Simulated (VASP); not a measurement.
Set up this calculation in VASP 6.6.1, as the native input.

```
Task                   : relaxation of the atoms
Functional             : r2SCAN
Potentials or basis    : VASP PAW PBE potentials, release 64 (Ag, O)
Cutoff                 : 580 eV
k mesh                 : 7 × 7 × 7
Occupations            : fermi-dirac, width 0.1 eV
Spin                   : no spin polarisation
Dipole correction      : no
Further INCAR settings : ALGO = Normal; EDIFF = 1e-07; IBRION = 2; EDIFFG = -0.01; NSW = 50
```

The system is Ag2O.

```xyz
6
Lattice="4.7573 0.0000 0.0000 0.0000 4.7573 0.0000 0.0000 0.0000 4.7573" Properties=species:S:1:pos:R:3 pbc="T T T"
Ag    1.1893    1.1893    1.1893
Ag    1.1893    3.5680    3.5680
Ag    3.5680    3.5680    1.1893
Ag    3.5680    1.1893    3.5680
O     0.0000    0.0000    0.0000
O     2.3787    2.3787    2.3787
```

The input as run:

POSCAR

```
Ag2O
1.0
    4.7573459200      0.0000000000      0.0000000000
    0.0000000000      4.7573459200      0.0000000000
    0.0000000000      0.0000000000      4.7573459200
Ag O
4 2
Direct
    0.2500000000      0.2500000000      0.2500000000
    0.2500000000      0.7500000000      0.7500000000
    0.7500000000      0.7500000000      0.2500000000
    0.7500000000      0.2500000000      0.7500000000
    0.0000000000      0.0000000000      0.0000000000
    0.5000000000      0.5000000000      0.5000000000
```

INCAR.step1

```
ALGO = Normal
EDIFF = 1E-5
EDIFFG = -0.01
ENCUT = 580
GGA = PE
GGA_COMPAT = F
IBRION = 2
ISMEAR = -1
KPAR = 4
LASPH = T
LCHARG = F
LREAL = F
LWAVE = T
NELM = 120
NELMIN = 4
NSW = 100
PREC = Accurate
SIGMA = 0.1
```

INCAR.step2

```
ALGO = Normal
EDIFF = 1E-7
EDIFFG = -0.01
ENCUT = 580
GGA_COMPAT = F
IBRION = 2
ISIF = 2
ISMEAR = -1
ISTART = 1
KPAR = 4
LASPH = T
LCHARG = F
LMIXTAU = T
LREAL = F
LWAVE = F
METAGGA = R2SCAN
NELM = 120
NELMIN = 4
NSW = 50
PREC = Accurate
SIGMA = 0.1
```

KPOINTS

```
k-points
0
Gamma
  7 7 7
```

Potentials or basis: VASP PAW PBE potentials, release 64 (Ag, O).

Run with:

```sh
$ cat potpaw_PBE.64/Ag/POTCAR potpaw_PBE.64/O/POTCAR > POTCAR
$ cp INCAR.step1 INCAR
$ mpirun -np 4 vasp_std > vasp.out
$ cp INCAR.step2 INCAR
$ mpirun -np 4 vasp_std > vasp.out
```

Results of the run:

- Pressure after relaxing: -0.2 GPa
- Band gap on the k mesh: 0.24 eV

Caveat: the relaxation stopped at its first step, so nothing moved; semilocal functionals underestimate gaps, and a narrow one can read as zero; the PAW data sets were made with another functional, which shifts forces and pressure a little; an odd mesh through Γ misses points on the zone boundary, where band edges can lie.

It took 100 s on 4 MPI ranks on AMD EPYC 7R13 Processor (Zen 3), with other jobs on the host, peak memory 0.28 GiB a rank.
